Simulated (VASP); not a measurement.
Crystal: Ti2AlN3.

```
Ti Al N
1.0
     3.28216    0.00000    0.00000
    -1.64108    2.84243    0.00000
     0.00000    0.00000    8.03961
Ti Al N
2 1 3
Direct
  0.33333 0.66667 0.16667
  0.66667 0.33333 0.83333
  0.00000 0.00000 0.50000
  0.66667 0.33333 0.33333
  0.33333 0.66667 0.66667
  0.00000 0.00000 0.00000
```

| Quantity | Value |
| --- | --- |
| Program | VASP 6.6.1 |
| Task | relaxation of cell and atoms |
| Functional | PBE |
| Potentials or basis | VASP PAW PBE potentials, release 64 (Ti_sv, Al, N) |
| Cutoff | 600 eV |
| k mesh | 6 × 6 × 2 |
| Occupations | gaussian, width 0.1 eV |
| Spin | collinear spin |
| Starting moments | [1.0, 1.0, 0.0, 0.0, 0.0, 0.0] μB |

At the start: pressure -41.5 GPa; volume 12.50 Å³/atom.

How do energy, volume and symmetry change on relaxing?

Over 11 steps the energy falls by 584.4 meV/atom and the volume is 9.25 Å³/atom (-26.0 %); space group P-3m1 (No. 164, to 0.1 Å) before and after; moment 0.00 μB per cell.

The path:
```tsv
step	energy change (eV)	largest force (eV/Å)	pressure (GPa)	volume (Å³)
1	0.0000	1.5013	-41.55	75.00
2	-1.0010	1.6385	88.25	45.03
3	-3.4096	1.4557	-1.48	56.01
4	-3.4142	1.4665	0.65	55.55
5	-3.4136	1.4746	2.38	55.20
6	-3.4649	1.1295	2.72	55.09
7	-3.4897	0.4988	2.36	55.13
8	-3.5021	0.0109	-2.56	56.06
9	-3.5040	0.1387	-1.28	55.81
10	-3.5065	0.0572	0.14	55.46
11	-3.5066	0.0370	0.00	55.51
```

Final structure:
```yaml
crystal:
  lattice:
    - [2.96120, 0.00000, 0.00000]
    - [-1.48060, 2.56447, 0.00000]
    - [0.00000, 0.00000, 7.30951]
  atoms:
    - { symbol: Ti, position: [0.33333, 0.66667, 0.16156] }
    - { symbol: Ti, position: [0.66667, 0.33333, 0.83844] }
    - { symbol: Al, position: [0.00000, 0.00000, 0.50000] }
    - { symbol: N, position: [0.66667, 0.33333, 0.34422] }
    - { symbol: N, position: [0.33333, 0.66667, 0.65578] }
    - { symbol: N, position: [0.00000, 0.00000, 0.00000] }
```

Caveat: the k points lie up to 0.43 Å⁻¹ apart in the final cell, too coarse for converged energies and pressures of a metal; the volume moved by over 15 % at a fixed basis, so the end points are rough.
